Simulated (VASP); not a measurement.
# Pb (Im-3m) in VASP: notebook, part 2 of 2

VASP 6.6.1. The steps go on from the part before.

**4. Single point, PBE**

This run uses another cell than the first one, of 33.92 Å³/atom.

Contents of INCAR:

```
SYSTEM = Pb
PREC     = Accurate       ! precision mode
ENCUT    = 520            ! plane-wave cutoff, eV
EDIFF    = 1E-6           ! SCF threshold, eV
ISMEAR   = -1             ! smearing method
SIGMA    = 0.06122561905347299 ! smearing width, eV
LREAL    = .False.        ! projectors in reciprocal space
LASPH    = .True.         ! aspherical terms in the spheres
NELM     = 60             ! most SCF steps
ALGO     = Normal         ! electronic algorithm
ISIF     = 2              ! what is computed and relaxed
LWAVE    = .False.        ! write WAVECAR
LCHARG   = .False.        ! write CHGCAR
GGA      = PE             ! functional
NBANDS   = 13             ! bands
```

Contents of KPOINTS:

```
Automatic mesh
0
Gamma
  13 13 13
  0 0 0
```

Contents of POSCAR:

```
Pb
1.0
   -2.0391935690      2.0391935690      2.0391935690
    2.0391935690     -2.0391935690      2.0391935690
    2.0391935690      2.0391935690     -2.0391935690
Pb
1
Direct
    0.0000000000      0.0000000000      0.0000000000
```

Potentials or basis: VASP PAW PBE potentials, release 64 (Pb_d).

The run is started by

```bash
> cat potpaw_PBE.64/Pb_d/POTCAR > POTCAR
> mpirun -np 1 vasp_std > vasp.out
```

OUTCAR:

```text
SYSTEM = Pb
   PREC = Accurate
   ENCUT = 520
   EDIFF = 1E-6
   ISMEAR = -1
   LREAL = .False.
   LASPH = .True.
   NELM = 60
   ISIF = 2
   GGA = PE

 ion  position               nearest neighbor table
   1  0.000  0.000  0.000-

  LATTYP: Found a body centered cubic cell.
 ALAT       =     4.0783871380

  Lattice vectors:

 A1 = (  -2.0391935690,   2.0391935690,   2.0391935690)
 A2 = (   2.0391935690,  -2.0391935690,   2.0391935690)
 A3 = (   2.0391935690,   2.0391935690,  -2.0391935690)

Analysis of symmetry for initial positions (statically):
=====================================================================
 Subroutine PRICEL returns:
 Original cell was already a primitive cell.

 Routine SETGRP: Setting up the symmetry group for a
 body centered cubic supercell.

 Subroutine GETGRP returns: Found 48 space group operations
 (whereof 48 operations were pure point group operations)
 out of a pool of 48 trial point group operations.

The static configuration has the point symmetry O_h .

Analysis of symmetry for dynamics (positions and initial velocities):
=====================================================================
 Subroutine PRICEL returns:
 Original cell was already a primitive cell.

 Routine SETGRP: Setting up the symmetry group for a
 body centered cubic supercell.

 Subroutine GETGRP returns: Found 48 space group operations
 (whereof 48 operations were pure point group operations)
 out of a pool of 48 trial point group operations.

The dynamic configuration has the point symmetry O_h .

 Subroutine INISYM returns: Found 48 space group operations
 (whereof 48 operations are pure point group operations),
 and found     1 'primitive' translations

----------------------------------------------------------------------------------------

[... 114 lines left out ...]
   LORBIT       =      0    0 simple, 1 ext, 2 COOP (PROOUT), +10 PAW based schemes
   GGA     = PE    functional components
   LHFCALC =     F    Hartree Fock is set to
   AEXX    =    0.0000 exact exchange contribution
   IVDW    =     0    specifies the selected vdW correction
   LEPSILON=     F    determine dielectric tensor
   LRPA    =     F    only Hartree local field effects (RPA)
 non-spin polarized calculation
  energy-cutoff  :      520.00
  volume of cell :       33.92
 maximum number of plane-waves:       939
   NGX = 13   NGY = 13   NGZ = 13

 number of electron      14.0000002 magnetization

 Free energy of the ion-electron system (eV)
  ---------------------------------------------------
  ext. energy  EPLUGINS =         0.00000000
  ---------------------------------------------------
  free energy    TOTEN  =        -3.51480124 eV

  energy without entropy =       -3.50774308  energy(sigma->0) =       -3.51127216

 E-fermi :   6.1157     XC(G=0):  -9.6627

 val. band max:        6.0750239576   @ k =   0.3077   0.2308   0.0000
 cond. band min:       6.1593140803   @ k =  -0.4615   0.4615   0.3846
 fundamental gap:      0.0842901227
 Fermi energy:         6.1157086215

 k-point     1 :       0.0000    0.0000    0.0000
  band No.  band energies     occupation
      1     -10.9669      2.00000
      2     -10.9669      2.00000
      3     -10.9669      2.00000
      4     -10.7929      2.00000
      5     -10.7929      2.00000
      6      -4.9597      2.00000
      7      12.7862      0.00000
      8      12.7862      0.00000
      9      12.7862      0.00000
     10      16.3263      0.00000
     11      17.0157      0.00000
     12      17.0157      0.00000
     13      17.0157      0.00000
[... 354 lines left out ...]
  band No.  band energies     occupation
      1     -10.9958      2.00000
      2     -10.9452      2.00000
      3     -10.8139      2.00000
      4     -10.7992      2.00000
      5     -10.7755      2.00000
      6      -3.1219      2.00000
      7       5.4542      1.99996
      8       8.9120      0.00000
      9      10.1099      0.00000
     10      15.4427      0.00000
     11      16.4885      0.00000
     12      18.0734      0.00000
     13      19.3296      0.00000

 [... further k-points ...]

------------------------ aborting loop because EDIFF is reached ----------------------------------------

  FORCE on cell =-STRESS in cart. coord.  units (eV):
  Direction    XX          YY          ZZ          XY          YZ          ZX
  --------------------------------------------------------------------------------------
  -------------------------------------------------------------------------------------
  Total       -0.4485382     -0.4485382     -0.4485382      0.0000000      0.0000000     -0.0000000
  in kB      -21.1872541    -21.1872541    -21.1872541      0.0000000      0.0000000     -0.0000000
  external PRESSURE =     -21.1872541 kB  Pullay stress =       0.0000000 kB

 VOLUME and BASIS-vectors are now :
 -----------------------------------------------------------------------------
  energy-cutoff  :      520.00
  volume of cell :       33.92
      direct lattice vectors                 reciprocal lattice vectors
    -2.039193569  2.039193569  2.039193569     0.000000000  0.245194967  0.245194967
     2.039193569 -2.039193569  2.039193569     0.245194967  0.000000000  0.245194967
     2.039193569  2.039193569 -2.039193569     0.245194967  0.245194967  0.000000000

 POSITION                                       TOTAL-FORCE (eV/Angst)
 -----------------------------------------------------------------------------------
      0.00000      0.00000      0.00000         0.000000      0.000000      0.000000
 -----------------------------------------------------------------------------------
    total drift:                               -0.000000     -0.000000     -0.000000

  FREE ENERGIE OF THE ION-ELECTRON SYSTEM (eV)
  ---------------------------------------------------
  free  energy   TOTEN  =        -3.5148012352 eV

  energy  without entropy=       -3.5077430792  energy(sigma->0) =       -3.51127216
```

OSZICAR:

```text
N       E                     dE             d eps       ncg     rms          rms(c)
DAV:   1     0.108181945964E+03    0.10818E+03   -0.70741E+03  2204   0.122E+03
DAV:   2     0.185352694945E+01   -0.10633E+03   -0.10332E+03  2299   0.306E+02
DAV:   3    -0.339462844574E+01   -0.52482E+01   -0.52249E+01  2768   0.741E+01
DAV:   4    -0.351817267936E+01   -0.12354E+00   -0.12352E+00  2587   0.125E+01
DAV:   5    -0.352364605970E+01   -0.54734E-02   -0.54733E-02  2988   0.240E+00    0.448E-01
DAV:   6    -0.351618666774E+01    0.74594E-02   -0.12446E-02  2872   0.181E+00    0.237E-01
DAV:   7    -0.351475330964E+01    0.14334E-02   -0.56274E-03  2775   0.115E+00    0.922E-02
DAV:   8    -0.351480166893E+01   -0.48359E-04   -0.46481E-04  2702   0.340E-01    0.114E-02
DAV:   9    -0.351480088647E+01    0.78245E-06   -0.12884E-05  2886   0.605E-02    0.497E-03
DAV:  10    -0.351480123523E+01   -0.34876E-06   -0.19892E-06  2498   0.181E-02
   1 F= -.35148012E+01 E0= -.35112722E+01  d E =-.705816E-02
```

stdout:

```text
POSCAR found type information on POSCAR Pb
 POSCAR found :  1 types and       1 ions
 scaLAPACK will be used
 LDA part: xc-table for (Slater+PW92), standard interpolation
 POSCAR, INCAR and KPOINTS ok, starting setup
 FFT: planning ... GRIDC
 FFT: planning ... GRID_SOFT
 FFT: planning ... GRID
 WAVECAR not read
 entering main loop
```

Run time: 19 s. Hardware: 1 thread of Intel Xeon Platinum 8488C (Sapphire Rapids), shared host; peak memory 0.17 GiB.

What came out:

```yaml
Free_energy: -3.5148 eV
Pressure: -2.1 GPa
Band_gap_on_the_k_mesh: zero (bands 7 and 8 overlap by 8.35 eV)
```

Caveat: spin-orbit coupling is left out, which moves the levels of the heavy elements.

**5. Single point, PBE**

This run uses another cell than the first one, of 30.08 Å³/atom.

Contents of INCAR:

```
ALGO = Normal ; EDIFF = 1E-7
ENCUT = 520 ; GGA = PE
ISIF = 2 ; ISMEAR = -1
LASPH = True ; LCHARG = False
LREAL = False ; LWAVE = False
NBANDS = 13 ; NELM = 80
PREC = Accurate ; SIGMA = 0.06122561905347299
```

Contents of KPOINTS:

```
k-points
0
Gamma
  19 19 19
```

Contents of POSCAR:

```
Pb
1.0
   -1.9591414008      1.9591414008      1.9591414008
    1.9591414008     -1.9591414008      1.9591414008
    1.9591414008      1.9591414008     -1.9591414008
Pb
1
Direct
    0.0000000000      0.0000000000      0.0000000000
```

The run is started by

```bash
> cat potpaw_PBE.64/Pb_d/POTCAR > POTCAR
> mpirun -np 1 vasp_std > vasp.out
```

Run time: 46 s. Hardware: 1 thread of Intel Xeon Platinum 8488C (Sapphire Rapids), shared host; peak memory 0.21 GiB.

It converged, with:

- Free energy: -3.5097 eV
- Pressure: 2.6 GPa
- Band gap on the k mesh: zero (bands 7 and 8 overlap by 9.73 eV)

Levels at points of the mesh, in eV from the Fermi level:
```csv
k point,band 3,band 4,band 5,band 6,band 7,band 8,band 9,band 10,band 11,band 12
"(0.00, 0.00, 0.00)",-17.12,-16.87,-16.87,-11.79,7.74,7.74,7.74,11.14,11.14,11.14
```

Caveat: spin-orbit coupling is left out, which moves the levels of the heavy elements.

**6. Summary**

```tsv
cell	k mesh	gap on the mesh (eV)	pressure (GPa)
a = 3.510 Å, angles 109.5°, 1 atom	13 × 13 × 13	none	-1.5
a = 3.532 Å, angles 109.5°, 1 atom	13 × 13 × 13	none	-2.1
a = 3.393 Å, angles 109.5°, 1 atom	19 × 19 × 19	none	2.6
```

Alike in all rows: task single point; level PBE; potentials or basis VASP PAW PBE potentials, release 64 (Pb_d); no spin polarisation; cutoff (eV) 520; smearing fermi-dirac 0.0612256 eV.

Caveats: spin-orbit coupling is left out, which moves the levels of the heavy elements.

Total energies depend on the potentials used, so only differences within one code and one set of settings carry meaning.
